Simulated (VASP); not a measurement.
# KTaO3 (Pm-3m) in VASP: further runs

Runs on KTaO3. Level: PBEsol. Tasks: single point.

Program: VASP 6.6.1. These are calculated values, not measurements. Logs are shortened: lines on timing, memory, paths and dates and some standing lists are left out, and cuts for length are marked.

## Step 1: The cell of the first run

Symmetry: Pm-3m, No. 221, cubic system. The conventional cell has a = 3.836 Å, b = 3.836 Å, c = 3.836 Å, α = 90.00°, β = 90.00°, γ = 90.00°. Ta (site symmetry m-3m) has 6 O at 1.92 Å within 2.5 Å. Within 3.6 Å of K (site symmetry m-3m) lie 12 O at 2.71 Å and 8 Ta at 3.32 Å. Within 2.5 Å of O (site symmetry 4/mmm) lie 2 Ta at 1.92 Å.

## Step 2: Single point, PBEsol

Input file INCAR:

```
ALGO = Normal
EDIFF = 1E-6
ENCUT = 520
GGA = PS
ISIF = 2
ISMEAR = -1
LASPH = True
LCHARG = False
LREAL = False
LWAVE = False
NBANDS = 27
NELM = 80
PREC = Accurate
SIGMA = 0.05
```

Input file KPOINTS:

```
k-points
0
Gamma
  7 7 7
```

Input file POSCAR:

```
KTaO3
1.0
    3.8357752936      0.0000000000      0.0000000000
    0.0000000000      3.8357752936      0.0000000000
    0.0000000000      0.0000000000      3.8357752936
Ta K O
1 1 3
Direct
    0.0000000000      0.0000000000      0.0000000000
    0.5000000000      0.5000000000      0.5000000000
    0.0000000000      0.0000000000      0.5000000000
    0.0000000000      0.5000000000      0.0000000000
    0.5000000000      0.0000000000      0.0000000000
```

Potentials or basis: VASP PAW PBE potentials, release 64 (Ta_pv, K_sv, O).

Launch:

```sh
$ cat potpaw_PBE.64/Ta_pv/POTCAR potpaw_PBE.64/K_sv/POTCAR potpaw_PBE.64/O/POTCAR > POTCAR
$ mpirun -np 1 vasp_std > vasp.out
```

OUTCAR:

```text
EDIFF = 1E-6
   ENCUT = 520
   GGA = PS
   ISIF = 2
   ISMEAR = -1
   LASPH = True
   LREAL = False
   NELM = 80
   PREC = Accurate

 ion  position               nearest neighbor table
   1  0.000  0.000  0.000-   3 1.92   4 1.92   5 1.92   3 1.92   4 1.92   5 1.92   2 3.32   2 3.32
                             2 3.32   2 3.32   2 3.32   2 3.32   2 3.32   2 3.32
   2  0.500  0.500  0.500-   3 2.71   4 2.71   5 2.71   4 2.71   5 2.71   3 2.71   5 2.71   5 2.71
                             3 2.71   4 2.71   4 2.71   3 2.71   1 3.32   1 3.32   1 3.32   1 3.32
   3  0.000  0.000  0.500-   1 1.92   1 1.92   2 2.71   2 2.71   2 2.71   2 2.71
   4  0.000  0.500  0.000-   1 1.92   1 1.92   2 2.71   2 2.71   2 2.71   2 2.71
   5  0.500  0.000  0.000-   1 1.92   1 1.92   2 2.71   2 2.71   2 2.71   2 2.71

  LATTYP: Found a simple cubic cell.
 ALAT       =     3.8357752936

  Lattice vectors:

 A1 = (   3.8357752936,   0.0000000000,   0.0000000000)
 A2 = (   0.0000000000,   3.8357752936,   0.0000000000)
 A3 = (   0.0000000000,   0.0000000000,   3.8357752936)

Analysis of symmetry for initial positions (statically):
=====================================================================
 Subroutine PRICEL returns:
 Original cell was already a primitive cell.

 Routine SETGRP: Setting up the symmetry group for a
 simple cubic supercell.

 Subroutine GETGRP returns: Found 48 space group operations
 (whereof 48 operations were pure point group operations)
 out of a pool of 48 trial point group operations.

The static configuration has the point symmetry O_h .

Analysis of symmetry for dynamics (positions and initial velocities):
=====================================================================
 Subroutine PRICEL returns:
 Original cell was already a primitive cell.

 Routine SETGRP: Setting up the symmetry group for a
 simple cubic supercell.

 Subroutine GETGRP returns: Found 48 space group operations
 (whereof 48 operations were pure point group operations)
 out of a pool of 48 trial point group operations.

The dynamic configuration has the point symmetry O_h .

 Subroutine INISYM returns: Found 48 space group operations
 (whereof 48 operations are pure point group operations),
 and found     1 'primitive' translations

----------------------------------------------------------------------------------------

                                     Primitive cell

  volume of cell :      56.4364

  direct lattice vectors                    reciprocal lattice vectors
     3.835775294  0.000000000  0.000000000     0.260703488  0.000000000  0.000000000
     0.000000000  3.835775294  0.000000000     0.000000000  0.260703488  0.000000000
     0.000000000  0.000000000  3.835775294     0.000000000  0.000000000  0.260703488

  length of vectors
     3.835775294  3.835775294  3.835775294     0.260703488  0.260703488  0.260703488

  position of ions in fractional coordinates (direct lattice)
     0.000000000  0.000000000  0.000000000
     0.500000000  0.500000000  0.500000000
     0.000000000  0.000000000  0.500000000
     0.000000000  0.500000000  0.000000000
     0.500000000  0.000000000  0.000000000

  ion indices of the primitive-cell ions
   primitive index   ion index
                 1           1
                 2           2
                 3           3
                 4           4
                 5           5

----------------------------------------------------------------------------------------

 KPOINTS: k-points

Automatic generation of k-mesh.
 Grid dimensions read from file:
 generate k-points for:    7    7    7

 Generating k-lattice:

  Cartesian coordinates                     Fractional coordinates (reciprocal lattice)
     0.037243355  0.000000000  0.000000000     0.142857143  0.000000000  0.000000000
     0.000000000  0.037243355  0.000000000     0.000000000  0.142857143  0.000000000
     0.000000000  0.000000000  0.037243355     0.000000000  0.000000000  0.142857143

  Length of vectors
     0.037243355  0.037243355  0.037243355

  Shift w.r.t. Gamma in fractional coordinates (k-lattice)
     0.000000000  0.000000000  0.000000000

 Subroutine IBZKPT returns following result:
 ===========================================

 Found     20 irreducible k-points:

 Following reciprocal coordinates:
            Coordinates               Weight
  0.000000  0.000000  0.000000      1.000000
  0.142857  0.000000  0.000000      6.000000
  0.285714  0.000000  0.000000      6.000000
  0.428571  0.000000  0.000000      6.000000
  0.142857  0.142857  0.000000     12.000000
  0.285714  0.142857  0.000000     24.000000
[... 12 lines left out ...]
  0.428571  0.428571  0.285714     24.000000
  0.428571  0.428571  0.428571      8.000000
   k-points           NKPTS =     20   k-points in BZ     NKDIM =     20   number of bands    NBANDS=     27
   number of dos      NEDOS =    301   number of ions     NIONS =      5
   total plane-waves  NPLWV =  27000
   dimension x,y,z NGX =    30 NGY =   30 NGZ =   30
   dimension x,y,z NGXF=    60 NGYF=   60 NGZF=   60
   ions per type =               1   1   3
   NGX,Y,Z   is equivalent  to a cutoff of  13.00, 13.00, 13.00 a.u.
   NGXF,Y,Z  is equivalent  to a cutoff of  26.00, 26.00, 26.00 a.u.
 SYSTEM =  unknown system
   PREC   = accura    normal or accurate (medium, high low for compatibility)
   ISTART =      0    job   : 0-new  1-cont  2-samecut
   ICHARG =      2    charge: 1-file 2-atom 10-const
   ISPIN  =      1    spin polarized calculation?
   LNONCOLLINEAR =      F non collinear calculations
   LSORBIT =      F    spin-orbit coupling
   LASPH  =      T    aspherical Exc in radial PAW
   ENCUT  =  520.0 eV  38.22 Ry    6.18 a.u.   7.13  7.13  7.13*2*pi/ulx,y,z
   NELM   =     80;   NELMIN=  2; NELMDL= -5     # of ELM steps
   EDIFF  = 0.1E-05   stopping-criterion for ELM
   LREAL  =      F    real-space projection
   EDIFFG = 0.1E-04   stopping-criterion for IOM
   NSW    =      0    number of steps for IOM
   IBRION =     -1    ionic relax: 0-MD 1-quasi-New 2-CG
   NFREE  =      0    steps in history (QN), initial steepest desc. (CG)
   ISIF   =      2    stress and relaxation
   ISYM   =      2    0-nonsym 1-usesym 2-fastsym
   POTIM  = 0.5000    time-step for ionic-motion
   TEBEG  =    0.0;   TEEND  =   0.0 temperature during run
   PSTRESS=    0.0 pullay stress
   NELECT =      38.0000    total number of electrons
   NUPDOWN=      -1.0000    fix difference up-down
   EMIN   =  10.00;   EMAX   =-10.00  energy-range for DOS
   EFERMI =   0.00;   METHOD = LEGACY
   ISMEAR =    -1;   SIGMA  =   0.05  broadening in eV -4-tet -1-fermi 0-gaus
   EFERMI_NEDOS =   21; number of points for ismear=-14 and -15
   IALGO  =     38    algorithm
   IMIX   =      4    mixing-type and parameters
     AMIX     =   0.40;   BMIX     =  1.00
     AMIX_MAG =   1.60;   BMIX_MAG =  1.00
  volume/ion in A,a.u.               =      11.29        76.17
  Fermi-wavevector in a.u.,A,eV,Ry     =   1.434882  2.711534 28.012852  2.058887
  Thomas-Fermi vector in A             =   2.554242
   LORBIT       =      0    0 simple, 1 ext, 2 COOP (PROOUT), +10 PAW based schemes
   GGA     = PS    functional components
   LHFCALC =     F    Hartree Fock is set to
   AEXX    =    0.0000 exact exchange contribution
   IVDW    =     0    specifies the selected vdW correction
   LEPSILON=     F    determine dielectric tensor
   LRPA    =     F    only Hartree local field effects (RPA)
 non-spin polarized calculation
  energy-cutoff  :      520.00
  volume of cell :       56.44
 maximum number of plane-waves:      1532
 NGX is ok and might be reduce to    30
   NGX = 15   NGY = 15   NGZ = 15

 number of electron      38.0000027 magnetization

 Free energy of the ion-electron system (eV)
  ---------------------------------------------------
  ext. energy  EPLUGINS =         0.00000000
  ---------------------------------------------------
  free energy    TOTEN  =       -42.28730685 eV

  energy without entropy =      -42.28730685  energy(sigma->0) =      -42.28730685

 E-fermi :   3.5284     XC(G=0): -11.7682

 val. band max:        2.4374052373   @ k =   0.4286   0.4286   0.4286
 cond. band min:       4.8130489856   @ k =   0.0000   0.0000   0.0000
 fundamental gap:      2.3756437483
 Fermi energy:         3.5284298920

 k-point     1 :       0.0000    0.0000    0.0000
  band No.  band energies     occupation
      1     -31.0534      2.00000
      2     -31.0534      2.00000
      3     -31.0534      2.00000
      4     -24.5504      2.00000
      5     -15.4052      2.00000
      6     -14.6722      2.00000
[... 19 lines left out ...]
     26      10.7412      0.00000
     27      10.7412      0.00000

 k-point     2 :       0.1429    0.0000    0.0000
  band No.  band energies     occupation
      1     -31.0845      2.00000
      2     -31.0521      2.00000
      3     -31.0521      2.00000
      4     -24.5393      2.00000
      5     -15.3498      2.00000
      6     -14.6654      2.00000
[... 19 lines left out ...]
     26      10.7647      0.00000
     27      11.6752      0.00000

 k-point     3 :       0.2857    0.0000    0.0000
  band No.  band energies     occupation
      1     -31.1533      2.00000
      2     -31.0493      2.00000
      3     -31.0493      2.00000
      4     -24.5144      2.00000
      5     -15.3375      2.00000
      6     -14.6510      2.00000
[... 19 lines left out ...]
     26      11.5514      0.00000
     27      13.3091      0.00000

 k-point     4 :       0.4286    0.0000    0.0000
  band No.  band energies     occupation
      1     -31.2074      2.00000
      2     -31.0470      2.00000
      3     -31.0470      2.00000
      4     -24.4945      2.00000
      5     -15.3733      2.00000
      6     -14.6393      2.00000
[... 19 lines left out ...]
     26      12.4195      0.00000
     27      13.0848      0.00000

 k-point     5 :       0.1429    0.1429    0.0000
  band No.  band energies     occupation
      1     -31.0838      2.00000
      2     -31.0825      2.00000
      3     -31.0509      2.00000
      4     -24.5294      2.00000
      5     -15.2655      2.00000
      6     -14.5603      2.00000
[... 19 lines left out ...]
     26      11.2690      0.00000
     27      12.1418      0.00000

 k-point     6 :       0.2857    0.1429    0.0000
  band No.  band energies     occupation
      1     -31.1517      2.00000
      2     -31.0800      2.00000
      3     -31.0480      2.00000
      4     -24.5075      2.00000
      5     -15.2122      2.00000
      6     -14.5177      2.00000
[... 324 lines left out ...]
      1     -31.1447      2.00000
      2     -31.1424      2.00000
      3     -31.1424      2.00000
      4     -24.4738      2.00000
      5     -14.3420      2.00000
      6     -13.8930      2.00000
[... 19 lines left out ...]
     26      13.9240      0.00000
     27      13.9240      0.00000

 k-point    18 :       0.4286    0.2857    0.2857
  band No.  band energies     occupation
      1     -31.1961      2.00000
      2     -31.1411      2.00000
      3     -31.1399      2.00000
      4     -24.4637      2.00000
      5     -14.2125      2.00000
      6     -13.8633      2.00000
[... 19 lines left out ...]
     26      13.6767      0.00000
     27      14.5130      0.00000

 k-point    19 :       0.4286    0.4286    0.2857
  band No.  band energies     occupation
      1     -31.1934      2.00000
      2     -31.1931      2.00000
      3     -31.1379      2.00000
      4     -24.4547      2.00000
      5     -14.0142      2.00000
      6     -13.4225      2.00000
[... 19 lines left out ...]
     26      14.0518      0.00000
     27      14.9207      0.00000

 k-point    20 :       0.4286    0.4286    0.4286
  band No.  band energies     occupation
      1     -31.1908      2.00000
      2     -31.1904      2.00000
      3     -31.1904      2.00000
      4     -24.4452      2.00000
      5     -13.4236      2.00000
      6     -13.3475      2.00000
[... 19 lines left out ...]
     26      14.1377      0.00000
     27      14.8375      0.00000

------------------------ aborting loop because EDIFF is reached ----------------------------------------

  FORCE on cell =-STRESS in cart. coord.  units (eV):
  Direction    XX          YY          ZZ          XY          YZ          ZX
  --------------------------------------------------------------------------------------
  -------------------------------------------------------------------------------------
  Total       11.0693133     11.0693133     11.0693133     -0.0000000      0.0000000      0.0000000
  in kB      314.2474705    314.2474705    314.2474705     -0.0000000      0.0000000      0.0000000
  external PRESSURE =     314.2474705 kB  Pullay stress =       0.0000000 kB

 VOLUME and BASIS-vectors are now :
 -----------------------------------------------------------------------------
  energy-cutoff  :      520.00
  volume of cell :       56.44
      direct lattice vectors                 reciprocal lattice vectors
     3.835775294  0.000000000  0.000000000     0.260703488  0.000000000  0.000000000
     0.000000000  3.835775294  0.000000000     0.000000000  0.260703488  0.000000000
     0.000000000  0.000000000  3.835775294     0.000000000  0.000000000  0.260703488

 POSITION                                       TOTAL-FORCE (eV/Angst)
 -----------------------------------------------------------------------------------
      0.00000      0.00000      0.00000         0.000000      0.000000      0.000000
      1.91789      1.91789      1.91789         0.000000      0.000000      0.000000
      0.00000      0.00000      1.91789         0.000000      0.000000      0.000000
      0.00000      1.91789      0.00000         0.000000      0.000000      0.000000
      1.91789      0.00000      0.00000         0.000000      0.000000      0.000000
 -----------------------------------------------------------------------------------
    total drift:                                0.000000     -0.000000      0.000000

  FREE ENERGIE OF THE ION-ELECTRON SYSTEM (eV)
  ---------------------------------------------------
  free  energy   TOTEN  =       -42.2873068478 eV

  energy  without entropy=      -42.2873068477  energy(sigma->0) =      -42.28730685
```

It took 47 s on 1 thread of Intel Xeon 8259CL, shared host; peak memory 0.18 GiB.

What came out:

| Item | Value |
| --- | --- |
| Free energy | -42.2873 eV |
| Pressure | 31.4 GPa |
| Band gap on the k mesh | 2.38 eV (least direct gap 2.83 eV) |

Caveat: the cell stands under pressure; the PAW data sets were made with another functional, which shifts forces and pressure a little; spin-orbit coupling is left out, which moves the levels of the heavy elements; an odd mesh through Γ misses points on the zone boundary, where band edges can lie.

[end of part 1 of 3]
